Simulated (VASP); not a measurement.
A run of VASP 6.6.1:

The input INCAR:

```
SYSTEM = TaN
ALGO = Normal
EDIFF = 1E-7
EDIFFG = -0.01
ENCUT = 600
GGA = PE
GGA_COMPAT = .False.
IBRION = 2
ISIF = 3
ISMEAR = -1
LASPH = .True.
LCHARG = .False.
LDAU = .True.
LDAUJ = 0 0
LDAUL = 2 -1
LDAUPRINT = 1
LDAUTYPE = 2
LDAUU = 4 0
LMAXMIX = 4
LREAL = .False.
LWAVE = .False.
NELM = 200
NELMIN = 4
NSW = 60
PREC = Accurate
SIGMA = 0.05
```

The input KPOINTS:

```
k-points
0
Gamma
  10 10 9
  0 0 0
```

POSCAR

```
TaN
1.0
    2.9380011100      0.0000000000      0.0000000000
   -1.4690005500      2.5443836000      0.0000000000
    0.0000000000      0.0000000000      2.8830022100
Ta N
1 1
Direct
    0.3333333333      0.6666666667      0.5000000000
    0.0000000000      0.0000000000      0.0000000000
```

Potentials or basis: VASP PAW PBE potentials, release 64 (Ta_sv_GW, N).

Command:

```console
$ cat potpaw_PBE.64/Ta_sv_GW/POTCAR potpaw_PBE.64/N/POTCAR > POTCAR
$ mpirun -np 1 vasp_std > vasp.out
```

Hardware: 1 thread of Intel(R) Xeon(R) 6975P-C (Granite Rapids) (shared host).

**Question.** How long does it take, and how much memory?

**Answer.** Wall time 70 s on 1 thread of Intel(R) Xeon(R) 6975P-C (Granite Rapids) (shared host), peak memory 0.17 GiB. Counts: scf iterations 91, k points 70, ion steps 10.
